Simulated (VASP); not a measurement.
Input of a VASP 6.6.1 run:

File POSCAR:

```
BaS
1.0
   -0.3526282156      3.3695016733      3.3695016733
    3.3695016733     -0.3526282156      3.3695016733
    3.3695016733      3.3695016733     -0.3526282156
Ba S
1 1
Direct
   -0.0121363184     -0.0121363184     -0.0121363184
    0.2621363184      0.2621363184      0.2621363184
```

INCAR.step1

```
SYSTEM = BaS
PREC     = Accurate       ! precision mode
ENCUT    = 520            ! plane-wave cutoff, eV
ISMEAR   = 0              ! smearing method
SIGMA    = 0.01           ! smearing width, eV
LREAL    = .FALSE.        ! projectors in reciprocal space
LASPH    = .TRUE.         ! aspherical terms in the spheres
NELM     = 100            ! most SCF steps
NBANDS   = 15             ! bands
GGA      = PE             ! functional
ALGO     = Normal         ! electronic algorithm
EDIFF    = 1E-4           ! SCF threshold, eV
LWAVE    = .TRUE.         ! write WAVECAR
LCHARG   = .FALSE.        ! write CHGCAR
```

File INCAR.step2:

```
SYSTEM = BaS
PREC     = Accurate       ! precision mode
ENCUT    = 520            ! plane-wave cutoff, eV
EDIFF    = 1E-6           ! SCF threshold, eV
ISMEAR   = 0              ! smearing method
SIGMA    = 0.01           ! smearing width, eV
LREAL    = .FALSE.        ! projectors in reciprocal space
LASPH    = .TRUE.         ! aspherical terms in the spheres
NELM     = 100            ! most SCF steps
ALGO     = Normal         ! electronic algorithm
ISIF     = 2              ! what is computed and relaxed
LWAVE    = .FALSE.        ! write WAVECAR
LCHARG   = .FALSE.        ! write CHGCAR
METAGGA  = R2SCAN         ! meta-GGA
LMIXTAU  = .TRUE.       
NBANDS   = 15             ! bands
ISTART   = 1
```

The input KPOINTS:

```
Automatic mesh
0
G
  6 6 6
  0 0 0
```

Potentials or basis: VASP PAW PBE potentials, release 64 (Ba_sv, S).

Launch:

```console
$ cat potpaw_PBE.64/Ba_sv/POTCAR potpaw_PBE.64/S/POTCAR > POTCAR
$ cp INCAR.step1 INCAR
$ mpirun -np 1 vasp_std > vasp.out
$ cp INCAR.step2 INCAR
$ mpirun -np 1 vasp_std > vasp.out
```

Estimate the pressure.

-0.7 GPa.

Estimate the band gap on the k mesh.

3.01 eV, indirect (least direct gap 3.35 eV).

Forces in eV/Å, atoms in the order of the input:
```
Ba  -0.016 -0.016 -0.016
S    0.016  0.016  0.016
```

Caveat: the cell differs from its parent crystal (epitaxial 111 strain +5.8%); the PAW data sets were made with another functional, which shifts forces and pressure a little; spin-orbit coupling is left out, which moves the levels of the heavy elements. A k mesh can miss the band edges.
